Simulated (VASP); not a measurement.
# Cr (Im-3m) in VASP: a series of runs, part 2 of 2

VASP 6.6.1.

## Step 4: Single point, r2SCAN+D4, collinear spin, ferromagnetic start

This run uses another cell than the first one, of 12.56 Å³/atom.

POSCAR

```
Cr
1.0
   -1.4643870875      1.4643870875      1.4643870875
    1.4643870875     -1.4643870875      1.4643870875
    1.4643870875      1.4643870875     -1.4643870875
Cr
1
Direct
    0.0000000000      0.0000000000      0.0000000000
```

INCAR.step1

```
PREC     = Accurate       # precision mode
ENCUT    = 520            # plane-wave cutoff, eV
ISMEAR   = -1             # smearing method
SIGMA    = 0.05           # smearing width, eV
LREAL    = F              # projectors in reciprocal space
LASPH    = T              # aspherical terms in the spheres
NELM     = 150            # most SCF steps
ISPIN    = 2              # spin polarisation
MAGMOM   = 3              # initial moments
LMAXMIX  = 4              # l up to which the mixer works
NBANDS   = 16             # bands
GGA      = PE             # functional
ALGO     = Normal         # electronic algorithm
EDIFF    = 1E-4           # SCF threshold, eV
LWAVE    = T              # write WAVECAR
LCHARG   = F              # write CHGCAR
```

INCAR.step2

```
PREC     = Accurate       # precision mode
ENCUT    = 520            # plane-wave cutoff, eV
EDIFF    = 1E-6           # SCF threshold, eV
ISMEAR   = -1             # smearing method
SIGMA    = 0.05           # smearing width, eV
LREAL    = F              # projectors in reciprocal space
LASPH    = T              # aspherical terms in the spheres
NELM     = 150            # most SCF steps
ALGO     = Normal         # electronic algorithm
ISIF     = 2              # what is computed and relaxed
LWAVE    = F              # write WAVECAR
LCHARG   = F              # write CHGCAR
ISPIN    = 2              # spin polarisation
MAGMOM   = 3              # initial moments
LORBIT   = 11             # projections on sites
LMAXMIX  = 4              # l up to which the mixer works
METAGGA  = R2SCAN         # meta-GGA
LMIXTAU  = T            
IVDW     = 13             # dispersion correction
VDW_S6   = 1.0          
VDW_S8   = 0.6018749    
VDW_A1   = 0.51559235   
VDW_A2   = 5.77342911   
NBANDS   = 16             # bands
ISTART   = 1
```

KPOINTS

```
Automatic mesh
0
Gamma
  12 12 12
```

Potentials or basis: VASP PAW PBE potentials, release 64 (Cr_pv).

Launch:

```sh
> cat potpaw_PBE.64/Cr_pv/POTCAR > POTCAR
> cp INCAR.step1 INCAR
> mpirun -np 1 vasp_std > vasp.out
> cp INCAR.step2 INCAR
> mpirun -np 1 vasp_std > vasp.out
```

OUTCAR:

```text
PREC = Accurate
   ENCUT = 520
   EDIFF = 1E-6
   ISMEAR = -1
   LREAL = F
   LASPH = T
   NELM = 150
   ISIF = 2
   ISPIN = 2
   LORBIT = 11
   METAGGA = R2SCAN
   IVDW = 13
   ISTART = 1

 ion  position               nearest neighbor table
   1  0.000  0.000  0.000-

  LATTYP: Found a body centered cubic cell.
 ALAT       =     2.9287741750

  Lattice vectors:

 A1 = (  -1.4643870875,   1.4643870875,   1.4643870875)
 A2 = (   1.4643870875,  -1.4643870875,   1.4643870875)
 A3 = (   1.4643870875,   1.4643870875,  -1.4643870875)

Analysis of symmetry for initial positions (statically):
=====================================================================
 Subroutine PRICEL returns:
 Original cell was already a primitive cell.

 Routine SETGRP: Setting up the symmetry group for a
 body centered cubic supercell.

 Subroutine GETGRP returns: Found 48 space group operations
 (whereof 48 operations were pure point group operations)
 out of a pool of 48 trial point group operations.

The static configuration has the point symmetry O_h .

Analysis of symmetry for dynamics (positions and initial velocities):
=====================================================================
 Subroutine PRICEL returns:
 Original cell was already a primitive cell.

 Routine SETGRP: Setting up the symmetry group for a
 body centered cubic supercell.

 Subroutine GETGRP returns: Found 48 space group operations
 (whereof 48 operations were pure point group operations)
 out of a pool of 48 trial point group operations.

The dynamic configuration has the point symmetry O_h .

Analysis of structural, dynamic, and magnetic symmetry:
=====================================================================
 Subroutine PRICEL returns:
 Original cell was already a primitive cell.

 Routine SETGRP: Setting up the symmetry group for a
 body centered cubic supercell.

 Subroutine GETGRP returns: Found 48 space group operations
 (whereof 48 operations were pure point group operations)
 out of a pool of 48 trial point group operations.

The overall configuration has the point symmetry O_h .

 Subroutine INISYM returns: Found 48 space group operations
 (whereof 48 operations are pure point group operations),
 and found     1 'primitive' translations

----------------------------------------------------------------------------------------

                                     Primitive cell

  volume of cell :      12.5611

  direct lattice vectors                    reciprocal lattice vectors
    -1.464387088  1.464387088  1.464387088     0.000000000  0.341439777  0.341439777
     1.464387088 -1.464387088  1.464387088     0.341439777  0.000000000  0.341439777
     1.464387088  1.464387088 -1.464387088     0.341439777  0.341439777  0.000000000

  length of vectors
     2.536392837  2.536392837  2.536392837     0.482868763  0.482868763  0.482868763

  position of ions in fractional coordinates (direct lattice)
     0.000000000  0.000000000  0.000000000

  ion indices of the primitive-cell ions
   primitive index   ion index
                 1           1

----------------------------------------------------------------------------------------

[... 56 lines left out ...]
   ions per type =               1
   NGX,Y,Z   is equivalent  to a cutoff of  13.11, 13.11, 13.11 a.u.
   NGXF,Y,Z  is equivalent  to a cutoff of  26.22, 26.22, 26.22 a.u.
 SYSTEM =  unknown system
   PREC   = accura    normal or accurate (medium, high low for compatibility)
   ISTART =      1    job   : 0-new  1-cont  2-samecut
   ICHARG =      0    charge: 1-file 2-atom 10-const
   ISPIN  =      2    spin polarized calculation?
   LNONCOLLINEAR =      F non collinear calculations
   LSORBIT =      F    spin-orbit coupling
   LASPH  =      T    aspherical Exc in radial PAW
   ENCUT  =  520.0 eV  38.22 Ry    6.18 a.u.   4.72  4.72  4.72*2*pi/ulx,y,z
   NELM   =    150;   NELMIN=  2; NELMDL=  0     # of ELM steps
   EDIFF  = 0.1E-05   stopping-criterion for ELM
   LREAL  =      F    real-space projection
   EDIFFG = 0.1E-04   stopping-criterion for IOM
   NSW    =      0    number of steps for IOM
   IBRION =     -1    ionic relax: 0-MD 1-quasi-New 2-CG
   NFREE  =      0    steps in history (QN), initial steepest desc. (CG)
   ISIF   =      2    stress and relaxation
   ISYM   =      2    0-nonsym 1-usesym 2-fastsym
   POTIM  = 0.5000    time-step for ionic-motion
   TEBEG  =    0.0;   TEEND  =   0.0 temperature during run
   PSTRESS=    0.0 pullay stress
   NELECT =      12.0000    total number of electrons
   NUPDOWN=      -1.0000    fix difference up-down
   EMIN   =  10.00;   EMAX   =-10.00  energy-range for DOS
   EFERMI =   0.00;   METHOD = LEGACY
   ISMEAR =    -1;   SIGMA  =   0.05  broadening in eV -4-tet -1-fermi 0-gaus
   EFERMI_NEDOS =   21; number of points for ismear=-14 and -15
   IALGO  =     38    algorithm
   IMIX   =      4    mixing-type and parameters
     AMIX     =   0.40;   BMIX     =  1.00
     AMIX_MAG =   1.60;   BMIX_MAG =  1.00
  volume/ion in A,a.u.               =      12.56        84.77
  Fermi-wavevector in a.u.,A,eV,Ry     =   1.612350  3.046900 35.370698  2.599673
  Thomas-Fermi vector in A             =   2.707594
   LORBIT       =     11    0 simple, 1 ext, 2 COOP (PROOUT), +10 PAW based schemes
   METAGGA = R2SCAN    functional components
   LHFCALC =     F    Hartree Fock is set to
   AEXX    =    0.0000 exact exchange contribution
   IVDW    =    13    specifies the selected vdW correction
   LEPSILON=     F    determine dielectric tensor
   LRPA    =     F    only Hartree local field effects (RPA)
 spin polarized calculation
  energy-cutoff  :      520.00
  volume of cell :       12.56
 maximum number of plane-waves:       370
   NGX =  9   NGY =  9   NGZ =  9

 number of electron      12.0000009 magnetization      -0.0000202

 number of electron      12.0000009 magnetization       0.0000001

 Free energy of the ion-electron system (eV)
  ---------------------------------------------------
  ext. energy  EPLUGINS =         0.00000000
  ---------------------------------------------------
  free energy    TOTEN  =       -14.71602712 eV

  energy without entropy =      -14.71029975  energy(sigma->0) =      -14.71316344

 E-fermi :   9.6786     XC(G=0): -14.4407

 val. band max:        9.6751377120   @ k =   0.4167   0.0833   0.0000
 cond. band min:       9.7851093927   @ k =   0.4167   0.0000   0.0000
 fundamental gap:      0.1099716806
 Fermi energy:         9.6786340627

 spin component 1

 k-point     1 :       0.0000    0.0000    0.0000
  band No.  band energies     occupation
      1     -34.6808      1.00000
      2     -34.6808      1.00000
      3     -34.6808      1.00000
      4       1.6539      1.00000
      5       8.8969      1.00000
      6       8.8970      1.00000
[... 435 lines left out ...]
      5       7.3680      1.00000
      6       9.3668      0.99805
[... 8 lines left out ...]
     15      41.0597      0.00000
     16      42.1843      0.00000

 [... further k-points ...]

 spin component 2

 k-point     1 :       0.0000    0.0000    0.0000
  band No.  band energies     occupation
      1     -34.6808      1.00000
      2     -34.6808      1.00000
      3     -34.6808      1.00000
      4       1.6539      1.00000
      5       8.8969      1.00000
      6       8.8970      1.00000
[... 435 lines left out ...]
      5       7.3680      1.00000
      6       9.3668      0.99805
[... 8 lines left out ...]
     15      41.0597      0.00000
     16      42.1843      0.00000

 [... further k-points ...]

------------------------ aborting loop because EDIFF is reached ----------------------------------------

  DFT-D4 for vdW energy calculation

  Edisp (eV):   -0.14127

  FORCE on cell =-STRESS in cart. coord.  units (eV):
  Direction    XX          YY          ZZ          XY          YZ          ZX
  --------------------------------------------------------------------------------------
  -------------------------------------------------------------------------------------
  Total      -1.92066    -1.92066    -1.92066     0.00000    -0.00000    -0.00000
  in kB    -244.98121  -244.98121  -244.98121     0.00000    -0.00000    -0.00000
  external pressure =     -244.98 kB  Pullay stress =        0.00 kB

 VOLUME and BASIS-vectors are now :
 -----------------------------------------------------------------------------
  energy-cutoff  :      520.00
  volume of cell :       12.56
      direct lattice vectors                 reciprocal lattice vectors
    -1.464387088  1.464387088  1.464387088     0.000000000  0.341439777  0.341439777
     1.464387088 -1.464387088  1.464387088     0.341439777  0.000000000  0.341439777
     1.464387088  1.464387088 -1.464387088     0.341439777  0.341439777  0.000000000

 POSITION                                       TOTAL-FORCE (eV/Angst)
 -----------------------------------------------------------------------------------
      0.00000      0.00000      0.00000        -0.000000      0.000000      0.000000
 -----------------------------------------------------------------------------------
    total drift:                                0.000000     -0.000000      0.000000

  FREE ENERGIE OF THE ION-ELECTRON SYSTEM (eV)
  ---------------------------------------------------
  free  energy   TOTEN  =       -14.8572972379 eV

  energy  without entropy=      -14.8515698677  energy(sigma->0) =      -14.85443355

 total charge

# of ion       s       p       d       tot
------------------------------------------
    1        0.676   6.370   4.079  11.124

 magnetization (x)

# of ion       s       p       d       tot
------------------------------------------
    1        0.000  -0.000   0.000   0.000
```

It took 2.8 min on 1 thread of Intel Xeon 8259CL, shared host; peak memory 0.15 GiB.

Results:

```yaml
Free_energy: -14.8573 eV
Pressure: -24.5 GPa
Band_gap_on_the_k_mesh: zero (filled and empty bands overlap)
Net_moment: 0.00 μB per cell
Valence_electrons_inside_the_program's_atomic_spheres: Cr 11.12
Dispersion_energy_per_atom: -0.141 eV
```

Levels at points of the mesh, in eV from the Fermi level:
Spin up:
```tsv
k point	band 3	band 4	band 5	band 6	band 7	band 8	band 9	band 10
(0.00, 0.00, 0.00)	-44.36	-8.02	-0.78	-0.78	-0.78	1.39	1.39	3.13
(0.50, 0.00, 0.00)	-44.36	-4.16	-2.23	0.84	1.29	1.69	2.64	3.06
(0.50, 0.50, 0.50)	-44.87	-3.79	-3.79	2.29	2.29	2.29	3.06	10.30
```
Spin down:
| k point | band 4 | band 5 | band 6 | band 7 | band 8 | band 9 |
| --- | --- | --- | --- | --- | --- | --- |
| (0.00, 0.00, 0.00) | -8.02 | -0.78 | -0.78 | -0.78 | 1.39 | 1.39 |
| (0.50, 0.00, 0.00) | -4.16 | -2.23 | 0.84 | 1.29 | 1.69 | 2.64 |
| (0.50, 0.50, 0.50) | -3.79 | -3.79 | 2.29 | 2.29 | 2.29 | 3.06 |

Caveat: the cell stands under tension; the PAW data sets were made with another functional, which shifts forces and pressure a little.

## Step 5: Single point, r2SCAN+D4, collinear spin, ferromagnetic start

This run uses another cell than the first one, of 12.82 Å³/atom.

POSCAR

```
Cr
1.0
   -1.4744866279      1.4744866279      1.4744866279
    1.4744866279     -1.4744866279      1.4744866279
    1.4744866279      1.4744866279     -1.4744866279
Cr
1
Direct
    0.0000000000      0.0000000000      0.0000000000
```

INCAR.step1

```
SYSTEM = Cr
ALGO = Normal
EDIFF = 1E-4
ENCUT = 520
GGA = PE
ISMEAR = -1
ISPIN = 2
LASPH = .True.
LCHARG = .False.
LMAXMIX = 4
LREAL = .False.
LWAVE = .True.
MAGMOM = 3
NBANDS = 16
NELM = 150
PREC = Accurate
SIGMA = 0.05
```

INCAR.step2

```
SYSTEM = Cr
ALGO = Normal
EDIFF = 1E-6
ENCUT = 520
ISIF = 2
ISMEAR = -1
ISPIN = 2
ISTART = 1
IVDW = 13
LASPH = .True.
LCHARG = .False.
LMAXMIX = 4
LMIXTAU = .True.
LORBIT = 11
LREAL = .False.
LWAVE = .False.
MAGMOM = 3
METAGGA = R2SCAN
NBANDS = 16
NELM = 150
PREC = Accurate
SIGMA = 0.05
VDW_A1 = 0.51559235
VDW_A2 = 5.77342911
VDW_S6 = 1.0
VDW_S8 = 0.6018749
```

KPOINTS

```
k-points
0
Gamma
  12 12 12
  0 0 0
```

Launch:

```sh
> cat potpaw_PBE.64/Cr_pv/POTCAR > POTCAR
> cp INCAR.step1 INCAR
> mpirun -np 1 vasp_std > vasp.out
> cp INCAR.step2 INCAR
> mpirun -np 1 vasp_std > vasp.out
```

Run time: 3.1 min. Hardware: 1 thread of Intel Xeon 8259CL, shared host; peak memory 0.15 GiB.

It converged, with:

| Quantity | Value |
| --- | --- |
| Free energy | -14.8146 eV |
| Pressure | -27.8 GPa |
| Band gap on the k mesh | zero (filled and empty bands overlap) |
| Net moment | 0.00 μB per cell |
| Valence electrons inside the program's atomic spheres | Cr 11.09 |
| Dispersion energy per atom | -0.139 eV |

Levels at points of the mesh, in eV from the Fermi level:
Spin up:
```csv
k point,band 2,band 3,band 4,band 5,band 6,band 7,band 8,band 9,band 10,band 11
"(0.00, 0.00, 0.00)",-44.38,-44.38,-7.94,-0.76,-0.76,-0.76,1.37,1.37,3.11,22.37
"(0.50, 0.00, 0.00)",-44.60,-44.39,-4.06,-2.16,0.80,1.26,1.65,2.57,3.03,9.21
"(0.50, 0.50, 0.50)",-44.86,-44.86,-3.66,-3.66,2.23,2.23,2.23,3.03,10.13,10.13
```
Spin down:
| k point | band 2 | band 3 | band 4 | band 5 | band 6 | band 7 | band 8 | band 9 | band 10 | band 11 |
| --- | --- | --- | --- | --- | --- | --- | --- | --- | --- | --- |
| (0.00, 0.00, 0.00) | -44.38 | -44.38 | -7.94 | -0.76 | -0.76 | -0.76 | 1.37 | 1.37 | 3.11 | 22.37 |
| (0.50, 0.00, 0.00) | -44.60 | -44.39 | -4.06 | -2.16 | 0.80 | 1.26 | 1.65 | 2.57 | 3.03 | 9.21 |
| (0.50, 0.50, 0.50) | -44.86 | -44.86 | -3.66 | -3.66 | 2.23 | 2.23 | 2.23 | 3.03 | 10.13 | 10.13 |

Caveat: the cell stands under tension; the PAW data sets were made with another functional, which shifts forces and pressure a little.
